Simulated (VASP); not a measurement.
Here is a VASP 6.6.1 calculation.

The input INCAR:

```
PREC = Accurate
ENCUT = 520
EDIFF = 1E-6
ISMEAR = 0
SIGMA = 0.1
LREAL = False
LASPH = True
NELM = 100
ALGO = Normal
ISIF = 2
LWAVE = False
LCHARG = False
GGA = PE
NBANDS = 16
```

File KPOINTS:

```
Automatic mesh
0
Gamma
  6 6 2
```

Contents of POSCAR:

```
Si3C
1.0
    2.7479784200      0.0000000000      0.0000000000
   -1.3739892100      2.3798191300      0.0000000000
    0.0000000000      0.0000000000      8.9304231800
Si C
3 1
Direct
    0.3333333300      0.6666666700      0.0000000000
    0.6666666700      0.3333333300      0.2500000000
    0.6666666700      0.3333333300      0.7500000000
    0.3333333300      0.6666666700      0.5000000000
```

Potentials or basis: VASP PAW PBE potentials, release 64 (Si, C).

The run is started by

```sh
$ cat potpaw_PBE.64/Si/POTCAR potpaw_PBE.64/C/POTCAR > POTCAR
$ mpirun -np 1 vasp_std > vasp.out
```

Task: Estimate the band gap on the k mesh.

Result: Zero (bands 8 and 9 overlap by 5.69 eV).

Task: Estimate the pressure.

Result: -12.2 GPa.

Forces in eV/Å, atoms in the order of the input:
```
Si   0.000  0.000  0.000
Si   0.000  0.000  1.640
Si   0.000  0.000 -1.640
C    0.000  0.000  0.000
```

Caveat: the k points lie up to 0.44 Å⁻¹ apart, too coarse for converged energies and pressures of a metal; forces of over 1 eV/Å act on the atoms, so gaps and moduli don't describe the material at rest.
